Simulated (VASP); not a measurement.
# Y8CO in VASP: further runs, part 2 of 2

VASP 6.6.1.

**3. Single point, PBE**

Contents of INCAR:

```
PREC = Accurate
ENCUT = 520
EDIFF = 1E-6
ISMEAR = 0
SIGMA = 0.1
LREAL = False
LASPH = True
NELM = 80
ALGO = Normal
ISIF = 2
LWAVE = False
LCHARG = False
LDIPOL = True
IDIPOL = 3
DIPOL = 0.5 0.5 0.321
GGA = PE
NBANDS = 60
```

Contents of KPOINTS:

```
Automatic mesh
0
Gamma
  4 5 1
```

Contents of POSCAR:

```
Y8CO
1.0
    7.3129608291      0.0000000000      0.0000000000
    0.0000000000      5.6740148963      0.0000000000
    0.0000000000      0.0000000000     21.9980757826
Y C O
8 1 1
Direct
    0.0000000000      0.7500000000      0.1818340858
    0.5000000000      0.7500000000      0.1818340858
    0.2500000000      0.2500000000      0.2298171451
    0.7500000000      0.2500000000      0.2298171451
    0.2500000000      0.7500000000      0.3130925676
    0.7500000000      0.7500000000      0.3130925676
    0.0000000000      0.2500000000      0.3635806996
    0.5000000000      0.2500000000      0.3635806996
    0.5000000000      0.2500000000      0.4908645597
    0.5000000000      0.2500000000      0.5435964446
```

Potentials or basis: VASP PAW PBE potentials, release 64 (Y_sv, C, O).

Run with:

```
cat potpaw_PBE.64/Y_sv/POTCAR potpaw_PBE.64/C/POTCAR potpaw_PBE.64/O/POTCAR > POTCAR
mpirun -np 1 vasp_std > vasp.out
```

OUTCAR:

```text
PREC = Accurate
   ENCUT = 520
   EDIFF = 1E-6
   ISMEAR = 0
   LREAL = False
   LASPH = True
   NELM = 80
   ISIF = 2
   GGA = PE

 ion  position               nearest neighbor table
   1  0.000  0.750  0.182-   5 3.42   6 3.42   3 3.54   4 3.54   3 3.54   4 3.54   2 3.66   2 3.66

   2  0.500  0.750  0.182-   5 3.42   6 3.42   3 3.54   4 3.54   3 3.54   4 3.54   1 3.66   1 3.66

   3  0.250  0.250  0.230-   5 3.38   5 3.38   8 3.46   7 3.46   1 3.54   1 3.54   2 3.54   2 3.54
                             4 3.66   4 3.66
   4  0.750  0.250  0.230-   6 3.38   6 3.38   8 3.46   7 3.46   1 3.54   1 3.54   2 3.54   2 3.54
                             3 3.66   3 3.66
   5  0.250  0.750  0.313-   3 3.38   3 3.38   1 3.42   2 3.42   8 3.55   7 3.55   7 3.55   8 3.55
                             6 3.66   6 3.66
   6  0.750  0.750  0.313-   4 3.38   4 3.38   1 3.42   2 3.42   8 3.55   7 3.55   7 3.55   8 3.55
                             5 3.66   5 3.66
   7  0.000  0.250  0.364-   3 3.46   4 3.46   5 3.55   6 3.55   5 3.55   6 3.55   8 3.66   8 3.66

   8  0.500  0.250  0.364-   9 2.80   4 3.46   3 3.46   6 3.55   5 3.55   5 3.55   6 3.55   7 3.66
                             7 3.66
   9  0.500  0.250  0.491-  10 1.16   8 2.80
  10  0.500  0.250  0.544-   9 1.16

  LATTYP: Found a simple orthorhombic cell.
 ALAT       =     5.6740148963
 B/A-ratio  =     1.2888511861
 C/A-ratio  =     3.8769859059

  Lattice vectors:

 A1 = (   0.0000000000,  -5.6740148963,   0.0000000000)
 A2 = (   7.3129608291,   0.0000000000,   0.0000000000)
 A3 = (   0.0000000000,   0.0000000000,  21.9980757826)

Analysis of symmetry for initial positions (statically):
=====================================================================
 Subroutine PRICEL returns:
 Original cell was already a primitive cell.

 Routine SETGRP: Setting up the symmetry group for a
 simple orthorhombic supercell.

 Subroutine GETGRP returns: Found  4 space group operations
 (whereof  2 operations were pure point group operations)
[... 152 lines left out ...]
  volume of cell :      912.78
 maximum number of plane-waves:     24639
   NGX = 27   NGY = 21   NGZ = 81

 dipolmoment           0.000000      0.000000     -0.018949 electrons x Angstroem

 number of electron      97.9999986 magnetization

 dipolmoment           0.000000      0.000000      0.140601 electrons x Angstroem

 Free energy of the ion-electron system (eV)
  ---------------------------------------------------
  ext. energy  EPLUGINS =         0.00000000
  ---------------------------------------------------
  free energy    TOTEN  =       -62.17179312 eV

  energy without entropy =      -62.09675152  energy(sigma->0) =      -62.13427232

 E-fermi :  -1.3439     XC(G=0):  -3.8252

 val. band max:       -1.3478548019   @ k =   0.2500   0.4000   0.0000
 cond. band min:      -1.3274752354   @ k =   0.2500   0.0000   0.0000
 fundamental gap:      0.0203795665
 Fermi energy:        -1.3438799930

 k-point     1 :       0.0000    0.0000    0.0000
  band No.  band energies     occupation
      1     -44.6292      2.00000
      2     -44.5408      2.00000
      3     -44.5222      2.00000
      4     -44.3221      2.00000
      5     -44.0020      2.00000
      6     -43.9885      2.00000
[... 556 lines left out ...]
     59      -0.3872      0.00000
     60      -0.3070      0.00000

------------------------ aborting loop because EDIFF is reached ----------------------------------------

 vacuum level on the upper side and lower side of the slab       (xc-potential included)         0.295        -0.373

  FORCE on cell =-STRESS in cart. coord.  units (eV):
  Direction    XX          YY          ZZ          XY          YZ          ZX
  --------------------------------------------------------------------------------------
  -------------------------------------------------------------------------------------
  Total       -1.6749357     -2.7657983     -2.7136626      0.0000000      0.0000000      0.0000000
  in kB       -2.9399525     -4.8547031     -4.7631913      0.0000000      0.0000000      0.0000000
  external PRESSURE =      -4.1859490 kB  Pullay stress =       0.0000000 kB

 VOLUME and BASIS-vectors are now :
 -----------------------------------------------------------------------------
  energy-cutoff  :      520.00
  volume of cell :      912.78
      direct lattice vectors                 reciprocal lattice vectors
     7.312960829  0.000000000  0.000000000     0.136743519  0.000000000  0.000000000
     0.000000000  5.674014896  0.000000000     0.000000000  0.176242047  0.000000000
     0.000000000  0.000000000 21.998075783     0.000000000  0.000000000  0.045458521

 POSITION                                       TOTAL-FORCE (eV/Angst)
 -----------------------------------------------------------------------------------
      0.00000      4.25551      4.00000         0.000000      0.000000     -0.121679
      3.65648      4.25551      4.00000         0.000000      0.000000     -0.120538
      1.82824      1.41850      5.05553        -0.042688     -0.000000      0.131893
      5.48472      1.41850      5.05553         0.042688      0.000000      0.131893
      1.82824      4.25551      6.88743         0.027437     -0.000000      0.000762
      5.48472      4.25551      6.88743        -0.027437     -0.000000      0.000762
      0.00000      1.41850      7.99808         0.000000      0.000000      0.011218
      3.65648      1.41850      7.99808         0.000000      0.000000      0.710808
      3.65648      1.41850     10.79808         0.000000      0.000000     -0.097460
      3.65648      1.41850     11.95808         0.000000      0.000000     -0.647658
 -----------------------------------------------------------------------------------
    total drift:                                0.000000      0.000000      0.000245

  FREE ENERGIE OF THE ION-ELECTRON SYSTEM (eV)
  ---------------------------------------------------
  free  energy   TOTEN  =       -62.1717931224 eV

  energy  without entropy=      -62.0967515183  energy(sigma->0) =      -62.13427232

 vacuum level on the upper side and lower side of the slab         2.479         1.802
```

stdout:

```text
POSCAR found type information on POSCAR Y C O
 POSCAR found :  3 types and      10 ions
 scaLAPACK will be used
 LDA part: xc-table for (Slater+PW92), standard interpolation
 POSCAR, INCAR and KPOINTS ok, starting setup
 FFT: planning ... GRIDC
 FFT: planning ... GRID_SOFT
 FFT: planning ... GRID
 WAVECAR not read
 entering main loop
```

Wall time 15 min (1 thread of Intel Xeon 6975P-C (Granite Rapids), shared host); peak memory 0.97 GiB.

Results:

* Free energy: -62.1718 eV
* Largest force: 0.711 eV/Å
* Band gap on the k mesh: zero (bands 49 and 50 overlap by 0.11 eV)

Forces in eV/Å, atoms in the order of the input:
```
Y    0.000  0.000 -0.122
Y    0.000  0.000 -0.121
Y   -0.043  0.000  0.132
Y    0.043  0.000  0.132
Y    0.027  0.000  0.001
Y   -0.027  0.000  0.001
Y    0.000  0.000  0.011
Y    0.000  0.000  0.711
C    0.000  0.000 -0.097
O    0.000  0.000 -0.648
```

Levels at points of the mesh, in eV from the Fermi level:
```csv
k point,band 45,band 46,band 47,band 48,band 49,band 50,band 51,band 52,band 53,band 54
"(0.00, 0.00, 0.00)",-0.67,-0.66,-0.40,-0.32,-0.25,0.06,0.13,0.14,0.45,0.53
"(0.50, 0.00, 0.00)",-0.61,-0.45,-0.43,-0.23,-0.10,0.10,0.26,0.32,0.35,0.35
```

**4. Single point, PBE**

Contents of INCAR:

```
ALGO = Normal
DIPOL = 0.5 0.5 0.323
EDIFF = 1E-6
ENCUT = 520
GGA = PE
IDIPOL = 3
ISIF = 2
ISMEAR = 0
LASPH = T
LCHARG = F
LDIPOL = T
LREAL = F
LWAVE = F
NBANDS = 60
NELM = 80
PREC = Accurate
SIGMA = 0.1
```

Contents of KPOINTS:

```
k-points
0
Gamma
  4 5 1
```

Edit POSCAR of step 3 so:

```diff
@@ -16,3 +16,3 @@
     0.5000000000      0.2500000000      0.3635806996
-    0.5000000000      0.2500000000      0.4908645597
-    0.5000000000      0.2500000000      0.5435964446
+    0.5000000000      0.2500000000      0.5026837752
+    0.5000000000      0.2500000000      0.5554156601
```

Run with:

```
cat potpaw_PBE.64/Y_sv/POTCAR potpaw_PBE.64/C/POTCAR potpaw_PBE.64/O/POTCAR > POTCAR
mpirun -np 1 vasp_std > vasp.out
```

It took 16 min on 1 thread of Intel Xeon 6975P-C (Granite Rapids), shared host; peak memory 0.98 GiB.

It converged, with:

```yaml
Free_energy: -61.9820 eV
Largest_force: 0.999 eV/Å
Band_gap_on_the_k_mesh: zero (bands 49 and 50 overlap by 0.12 eV)
```

Forces on the atoms (eV/Å):
```
Y    0.000  0.000 -0.129
Y    0.000  0.000 -0.129
Y   -0.027  0.000  0.156
Y    0.027  0.000  0.156
Y    0.031  0.000 -0.007
Y   -0.031  0.000 -0.007
Y    0.000  0.000 -0.006
Y    0.000  0.000  0.642
C    0.000  0.000  0.322
O    0.000  0.000 -0.999
```

Levels at points of the mesh, in eV from the Fermi level:
```csv
k point,band 45,band 46,band 47,band 48,band 49,band 50,band 51,band 52,band 53,band 54
"(0.00, 0.00, 0.00)",-0.67,-0.66,-0.40,-0.32,-0.26,0.05,0.13,0.18,0.42,0.53
"(0.50, 0.00, 0.00)",-0.61,-0.45,-0.43,-0.22,-0.11,0.13,0.27,0.31,0.35,0.35
```

**5. Single point, PBE**

Contents of INCAR:

```
SYSTEM = Y8CO
  ALGO = Normal
  DIPOL = 0.5 0.5 0.331
  EDIFF = 1E-6
  ENCUT = 520
  GGA = PE
  IDIPOL = 3
  ISIF = 2
  ISMEAR = 0
  LASPH = .True.
  LCHARG = .True.
  LDIPOL = .True.
  LELF = .True.
  LREAL = .False.
  LVACPOTAV = .True.
  LVHAR = .True.
  LWAVE = .False.
  NBANDS = 60
  NELM = 60
  PREC = Accurate
  SIGMA = 0.1
```

Contents of KPOINTS:

```
k-points
0
Gamma
  4 5 1
  0 0 0
```

Edit POSCAR of step 4 so:

```diff
@@ -16,3 +16,3 @@
     0.5000000000      0.2500000000      0.3635806996
-    0.5000000000      0.2500000000      0.5026837752
-    0.5000000000      0.2500000000      0.5554156601
+    0.5000000000      0.2500000000      0.5413235185
+    0.5000000000      0.2500000000      0.5940554034
```

Potentials or basis: VASP PAW PBE potentials, release 64 (Y_sv, C, O).

Run with:

```
cat potpaw_PBE.64/Y_sv/POTCAR potpaw_PBE.64/C/POTCAR potpaw_PBE.64/O/POTCAR > POTCAR
mpirun -np 1 vasp_std > vasp.out
```

OUTCAR:

```text
SYSTEM = Y8CO
   EDIFF = 1E-6
   ENCUT = 520
   GGA = PE
   ISIF = 2
   ISMEAR = 0
   LASPH = .True.
   LREAL = .False.
   NELM = 60
   PREC = Accurate

 ion  position               nearest neighbor table
   1  0.000  0.750  0.182-   5 3.42   6 3.42   3 3.54   4 3.54   3 3.54   4 3.54   2 3.66   2 3.66

   2  0.500  0.750  0.182-   5 3.42   6 3.42   3 3.54   4 3.54   3 3.54   4 3.54   1 3.66   1 3.66

   3  0.250  0.250  0.230-   5 3.38   5 3.38   8 3.46   7 3.46   1 3.54   1 3.54   2 3.54   2 3.54
                             4 3.66   4 3.66
   4  0.750  0.250  0.230-   6 3.38   6 3.38   8 3.46   7 3.46   1 3.54   1 3.54   2 3.54   2 3.54
                             3 3.66   3 3.66
   5  0.250  0.750  0.313-   3 3.38   3 3.38   1 3.42   2 3.42   8 3.55   7 3.55   7 3.55   8 3.55
                             6 3.66   6 3.66
   6  0.750  0.750  0.313-   4 3.38   4 3.38   1 3.42   2 3.42   8 3.55   7 3.55   7 3.55   8 3.55
                             5 3.66   5 3.66
   7  0.000  0.250  0.364-   3 3.46   4 3.46   5 3.55   6 3.55   5 3.55   6 3.55   8 3.66   8 3.66

   8  0.500  0.250  0.364-   3 3.46   4 3.46   5 3.55   6 3.55   5 3.55   6 3.55   7 3.66   7 3.66

   9  0.500  0.250  0.541-  10 1.16
  10  0.500  0.250  0.594-   9 1.16

  LATTYP: Found a simple orthorhombic cell.
 ALAT       =     5.6740148963
 B/A-ratio  =     1.2888511861
 C/A-ratio  =     3.8769859059

  Lattice vectors:

 A1 = (   0.0000000000,  -5.6740148963,   0.0000000000)
 A2 = (   7.3129608291,   0.0000000000,   0.0000000000)
 A3 = (   0.0000000000,   0.0000000000,  21.9980757826)

Analysis of symmetry for initial positions (statically):
=====================================================================
 Subroutine PRICEL returns:
 Original cell was already a primitive cell.

 Routine SETGRP: Setting up the symmetry group for a
 simple orthorhombic supercell.

 Subroutine GETGRP returns: Found  4 space group operations
 (whereof  2 operations were pure point group operations)
 out of a pool of  8 trial point group operations.
[... 148 lines left out ...]
 non-spin polarized calculation
 Gauss-broadening in eV      SIGMA  =   0.10
  energy-cutoff  :      520.00
  volume of cell :      912.78
 maximum number of plane-waves:     24639
   NGX = 27   NGY = 21   NGZ = 81

 dipolmoment           0.000000      0.000000     -0.008728 electrons x Angstroem

 number of electron      97.9999986 magnetization

 dipolmoment           0.000000      0.000000      0.031772 electrons x Angstroem

 Free energy of the ion-electron system (eV)
  ---------------------------------------------------
  ext. energy  EPLUGINS =         0.00000000
  ---------------------------------------------------
  free energy    TOTEN  =       -61.63712179 eV

  energy without entropy =      -61.56533302  energy(sigma->0) =      -61.60122741

 E-fermi :  -1.1699     XC(G=0):  -3.9309

 val. band max:       -1.1761161159   @ k =   0.2500   0.4000   0.0000
 cond. band min:      -1.1492623613   @ k =   0.0000   0.0000   0.0000
 fundamental gap:      0.0268537546
 Fermi energy:        -1.1699130741

 k-point     1 :       0.0000    0.0000    0.0000
  band No.  band energies     occupation
      1     -44.4295      2.00000
      2     -44.3942      2.00000
      3     -44.3714      2.00000
      4     -44.3532      2.00000
      5     -43.8134      2.00000
      6     -43.7993      2.00000
[... 556 lines left out ...]
     59      -0.2998      0.00000
     60      -0.1958      0.00000

------------------------ aborting loop because EDIFF is reached ----------------------------------------

  FORCE on cell =-STRESS in cart. coord.  units (eV):
  Direction    XX          YY          ZZ          XY          YZ          ZX
  --------------------------------------------------------------------------------------
  -------------------------------------------------------------------------------------
  Total       -1.4863907     -3.1767047     -2.5214381      0.0000000      0.0000000      0.0000000
  in kB       -2.6090063     -5.5759518     -4.4257867      0.0000000      0.0000000      0.0000000
  external PRESSURE =      -4.2035816 kB  Pullay stress =       0.0000000 kB

 VOLUME and BASIS-vectors are now :
 -----------------------------------------------------------------------------
  energy-cutoff  :      520.00
  volume of cell :      912.78
      direct lattice vectors                 reciprocal lattice vectors
     7.312960829  0.000000000  0.000000000     0.136743519  0.000000000  0.000000000
     0.000000000  5.674014896  0.000000000     0.000000000  0.176242047  0.000000000
     0.000000000  0.000000000 21.998075783     0.000000000  0.000000000  0.045458521

 POSITION                                       TOTAL-FORCE (eV/Angst)
 -----------------------------------------------------------------------------------
      0.00000      4.25551      4.00000         0.000000     -0.000000     -0.150055
      3.65648      4.25551      4.00000         0.000000     -0.000000     -0.150609
      1.82824      1.41850      5.05553        -0.004953      0.000000      0.187700
      5.48472      1.41850      5.05553         0.004953     -0.000000      0.187700
      1.82824      4.25551      6.88743         0.015030     -0.000000     -0.011780
      5.48472      4.25551      6.88743        -0.015030     -0.000000     -0.011780
      0.00000      1.41850      7.99808         0.000000     -0.000000     -0.027530
      3.65648      1.41850      7.99808         0.000000     -0.000000      0.165723
      3.65648      1.41850     11.90808         0.000000     -0.000000      1.393048
      3.65648      1.41850     13.06808         0.000000     -0.000000     -1.582416
 -----------------------------------------------------------------------------------
    total drift:                                0.000000      0.000000      0.000168

  FREE ENERGIE OF THE ION-ELECTRON SYSTEM (eV)
  ---------------------------------------------------
  free  energy   TOTEN  =       -61.6371217913 eV

  energy  without entropy=      -61.5653330216  energy(sigma->0) =      -61.60122741

 vacuum level on the upper side and lower side of the slab         2.193         2.055
```

OSZICAR:

```text
N       E                     dE             d eps       ncg     rms          rms(c)
DAV:   1     0.551937669702E+03    0.55194E+03   -0.45989E+04  1424   0.132E+03
DAV:   2     0.222433426892E+02   -0.52969E+03   -0.51464E+03  1292   0.319E+02
DAV:   3    -0.545753183555E+02   -0.76819E+02   -0.75411E+02  1476   0.706E+01
[... 19 lines left out ...]
DAV:  23    -0.616371092085E+02   -0.22288E-04   -0.51216E-06  1016   0.584E-03    0.456E-03
DAV:  24    -0.616371153722E+02   -0.61637E-05   -0.79101E-07   896   0.253E-03    0.287E-03
DAV:  25    -0.616371196947E+02   -0.43225E-05   -0.47129E-07   864   0.217E-03    0.113E-03
DAV:  26    -0.616371218327E+02   -0.21380E-05   -0.58564E-07   864   0.167E-03    0.174E-03
DAV:  27    -0.616371217913E+02    0.41389E-07   -0.96956E-08   816   0.873E-04
   1 F= -.61637122E+02 E0= -.61601227E+02  d E =-.717888E-01
```

Wall time 14 min (1 thread of Intel Xeon 6975P-C (Granite Rapids), shared host); peak memory 0.98 GiB.

Results:

* Free energy: -61.6371 eV
* Largest force: 1.582 eV/Å
* Band gap on the k mesh: zero (bands 49 and 50 overlap by 0.14 eV)

Forces on the atoms (eV/Å):
```
Y    0.000  0.000 -0.150
Y    0.000  0.000 -0.151
Y   -0.005  0.000  0.188
Y    0.005  0.000  0.188
Y    0.015  0.000 -0.012
Y   -0.015  0.000 -0.012
Y    0.000  0.000 -0.028
Y    0.000  0.000  0.166
C    0.000  0.000  1.393
O    0.000  0.000 -1.582
```

Levels at points of the mesh, in eV from the Fermi level:
| k point | band 47 | band 48 | band 49 | band 50 | band 51 | band 52 |
| --- | --- | --- | --- | --- | --- | --- |
| (0.00, 0.00, 0.00) | -0.41 | -0.31 | -0.27 | 0.02 | 0.11 | 0.33 |
| (0.50, 0.00, 0.00) | -0.44 | -0.19 | -0.15 | 0.23 | 0.29 | 0.29 |

**6. Overview**

```tsv
cell	gap on the mesh (eV)	largest force (eV/Å)
as given, atomic positions A	none	0.56
as given, atomic positions B	none	0.71
as given, atomic positions C	none	1.00
as given, atomic positions D	none	1.58
```

Alike in all rows: task single point; level PBE; potentials or basis VASP PAW PBE potentials, release 64 (Y_sv, C, O); no spin polarisation; k mesh 4 × 5 × 1; cutoff (eV) 520; smearing gaussian 0.1 eV.

Absolute energies hang on the potentials; compare differences alone.

The gap in the log of VASP goes by the Fermi energy; the results here count the filled bands.